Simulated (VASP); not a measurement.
Wanted: the native input for a VASP 6.6.1 run.

```yaml
Task: electric field gradients
Functional: PBE
Potentials_or_basis: VASP PAW PBE potentials, release 64 (Zr_sv)
Cutoff: 520 eV
k_mesh: 13 × 13 × 13
Occupations: fermi-dirac, width 0.05 eV
Spin: no spin polarisation
Dipole_correction: no
Further_INCAR_settings: ALGO = Normal; EDIFF = 1e-08; NBANDS = 12
```

The structure of Zr lies in POSCAR:

```
Zr
1.0
    0.0000000000      2.2992269146      2.2992269146
    2.2992269146      0.0000000000      2.2992269146
    2.2992269146      2.2992269146      0.0000000000
Zr
1
Direct
    0.0000000000      0.0000000000      0.0000000000
```

This cell differs from its parent crystal: volume scaled by 1.06.

These files were run (other wordings do the same):

INCAR

```
SYSTEM = Zr
PREC = Accurate ; ENCUT = 520
EDIFF = 1E-8 ; ISMEAR = -1
SIGMA = 0.05 ; LREAL = .FALSE.
LASPH = .TRUE. ; NELM = 100
ALGO = Normal ; ISIF = 2
LWAVE = .FALSE. ; LCHARG = .FALSE.
GGA = PE ; LEFG = .TRUE.
NBANDS = 12
```

KPOINTS

```
Automatic mesh
0
G
  13 13 13
  0 0 0
```

Potentials or basis: VASP PAW PBE potentials, release 64 (Zr_sv).

Launch:

```sh
$ cat potpaw_PBE.64/Zr_sv/POTCAR > POTCAR
$ mpirun -np 1 vasp_std > vasp.out
```

It gave:

* Pressure: -3.8 GPa
* Band gap on the k mesh: zero (band 6 reaches 9.38 eV, above the bottom of band 7 at 7.87 eV)

Caveat: without QUAD_EFG the Cq values of the log hold for a quadrupole moment of 1 mb, not for the nuclei.

Wall time 15 s on 1 thread of Intel(R) Xeon(R) Platinum 8259CL CPU @ 2.50GHz (Skylake/Cascade Lake), with other jobs on the host, peak memory 0.15 GiB.
